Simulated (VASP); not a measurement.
SiC (rocksalt type), 2 atoms in the cell. Symmetry: Fm-3m, No. 225, cubic system. The conventional cell has a = 3.471 Å, b = 3.471 Å, c = 3.471 Å, α = 90.00°, β = 90.00°, γ = 90.00°. Within 2.3 Å of Si (site symmetry m-3m) lie 6 C at 1.74 Å. Within 2.3 Å of C (site symmetry m-3m) lie 6 Si at 1.74 Å.  This cell differs from its parent crystal: volume scaled by 0.64.

| Item | Value |
| --- | --- |
| Program | VASP 6.6.1 |
| Task | single point |
| Functional | r2SCAN |
| Potentials or basis | VASP PAW PBE potentials, release 64 (Si, C) |
| Cutoff | 660 eV |
| k mesh | 17 × 17 × 17 |
| Occupations | fermi-dirac, width 0.1 eV |
| Spin | no spin polarisation |
| Dipole correction | no |
| Further INCAR settings | ALGO = Normal; EDIFF = 1e-06; NBANDS = 11 |

Potentials or basis: VASP PAW PBE potentials, release 64 (Si, C).

Launch:

```bash
$ cat potpaw_PBE.64/Si/POTCAR potpaw_PBE.64/C/POTCAR > POTCAR
$ cp INCAR.step1 INCAR
$ mpirun -np 1 vasp_std > vasp.out
$ cp INCAR.step2 INCAR
$ mpirun -np 1 vasp_std > vasp.out
```

Hardware: 1 thread of Intel Xeon 6975P-C, with other jobs on the host.

Task: How long does it take, and how much memory?

Result: Run time: 67 s on 1 thread of Intel Xeon 6975P-C, with other jobs on the host, peak memory 0.16 GiB. Counts: k points 165.
